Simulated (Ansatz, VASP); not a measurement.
SiC: VASP beside Ansatz

The input INCAR:

```
  PREC = Accurate
  ENCUT = 520
  EDIFF = 1E-6
  ISMEAR = 0
  SIGMA = 0.05
  LREAL = False
  LASPH = True
  NELM = 60
  ALGO = Normal
  ISIF = 2
  LWAVE = False
  LCHARG = True
  GGA = PE
  LELF = True
  LVHAR = True
  NBANDS = 16
```

The input KPOINTS:

```
Automatic mesh
0
Gamma
  10 10 6
```

POSCAR

```
SiC
1.0
    0.0000000000     -2.1898640950     -2.1898640950
    0.0000000000      2.1898640950     -2.1898640950
    4.3797281900      0.0000000000      0.0000000000
Si C
2 2
Direct
    0.5085621752      0.4914378248      0.5000000000
   -0.0085621752      0.0085621752      0.0000000000
    1.0056285787      0.5056285787      0.2500000000
    0.4943714213     -0.0056285787      0.7500000000
```

Input for Ansatz:

```yaml
crystal:
  lattice:
    - [0.0, -2.189864095, -2.189864095]
    - [0.0, 2.189864095, -2.189864095]
    - [4.37972819, 0.0, 0.0]
  atoms:
    - { symbol: Si, position: [0.5085621752, 0.4914378248, 0.5] }
    - { symbol: Si, position: [-0.0085621752, 0.0085621752, 0.0] }
    - { symbol: C, position: [1.0056285787, 0.5056285787, 0.25] }
    - { symbol: C, position: [0.4943714213, -0.0056285787, 0.75] }
basis:
  ecutwfc: 420
kpoints:
  mp_grid: { grid: [10, 10, 6] }
hamiltonian:
  xc: pbe
scf:
  occupations: { method: gaussian, width: 0.05 }
output:
  forces: true
  stress: true
  eigenvalues: true
```

Change from the starting cell: mode 4 (360.1 1/cm) frozen in, largest displacement +0.037 Å.

Alike in both runs: task single point; functional PBE; k mesh 10 × 10 × 6; occupations gaussian, width 0.05 eV; no spin polarisation.

|  | VASP | Ansatz |
| --- | --- | --- |
| version | VASP 6.6.1 | Ansatz 0.2.0 |
| potentials or method | VASP PAW PBE potentials, release 64 (Si, C), cutoff 520 eV | scalar-relativistic, plane waves, PAW |
| valence electrons in the cell | 16 | 16 |

Ansatz gave:

| Quantity | Value |
| --- | --- |
| gap on the k mesh at the Fermi level (eV) | 1.36 |
| least direct gap on the mesh (eV) | 1.37 |
| pressure (GPa) | 0.0 |
| traceless stress, the component that is largest in VASP (GPa) | 0.09 |
| rms of the force components (eV/Å) | 0.213 |

Problem. Which values does VASP return?

Solution. gap on the k mesh at the Fermi level (eV): 1.36; least direct gap on the mesh (eV): 1.36; pressure (GPa): -0.1; traceless stress, the component that is largest in VASP (GPa): 0.09; rms of the force components (eV/Å): 0.213.

Atom by atom the forces differ by 0.001 eV/Å (rms over components).
